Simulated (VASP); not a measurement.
Wanted: the native input for a VASP 6.6.1 run.

* Task: single point
* Functional: PBE
* Potentials or basis: VASP PAW PBE potentials, release 64 (Sn_d, O)
* Cutoff: 520 eV
* k mesh: 18 × 18 × 18
* Occupations: gaussian, width 0.15 eV
* Spin: no spin polarisation
* Dipole correction: no
* Further INCAR settings: ALGO = Normal; EDIFF = 1e-06; NBANDS = 20

The structure of SnO2 lies in POSCAR:

```
SnO2
1.0
    1.3607479196      3.4018697991      3.4018697991
    3.4018697991      1.3607479196      3.4018697991
    3.4018697991      3.4018697991      1.3607479196
Sn O
1 2
Direct
    0.0000000000      0.0000000000      0.0000000000
    0.2500000000      0.2500000000      0.2500000000
    0.7500000000      0.7500000000      0.7500000000
```

This cell differs from its parent crystal: ratio of the length along [111] to the lengths across it x 2.0, volume and fractional coordinates fixed.

These files were run (other wordings do the same):

INCAR

```
SYSTEM = SnO2
PREC     = Accurate       ! precision mode
ENCUT    = 520            ! plane-wave cutoff, eV
EDIFF    = 1E-6           ! SCF threshold, eV
ISMEAR   = 0              ! smearing method
SIGMA    = 0.15           ! smearing width, eV
LREAL    = .FALSE.        ! projectors in reciprocal space
LASPH    = .TRUE.         ! aspherical terms in the spheres
NELM     = 60             ! most SCF steps
ALGO     = Normal         ! electronic algorithm
ISIF     = 2              ! what is computed and relaxed
LWAVE    = .FALSE.        ! write WAVECAR
LCHARG   = .TRUE.         ! write CHGCAR
GGA      = PE             ! functional
LELF     = .TRUE.         ! ELF
LVHAR    = .TRUE.       
NBANDS   = 20             ! bands
```

KPOINTS

```
regular mesh
0
G
  18 18 18
  0 0 0
```

Potentials or basis: VASP PAW PBE potentials, release 64 (Sn_d, O).

The run is started by

```bash
$ cat potpaw_PBE.64/Sn_d/POTCAR potpaw_PBE.64/O/POTCAR > POTCAR
$ mpirun -np 1 vasp_std > vasp.out
```

It gave:

| Quantity | Value |
| --- | --- |
| Pressure | 41.0 GPa |
| Largest force | 0.210 eV/Å |
| Band gap on the k mesh | 3.13 eV (least direct gap 3.34 eV) |

Caveat: the cell stands under pressure; spin-orbit coupling is left out, which moves the levels of the heavy elements.

Run time: 21 min on 1 thread of Oxide Virtual Turin-like Processor, with other jobs on the host, peak memory 0.48 GiB.
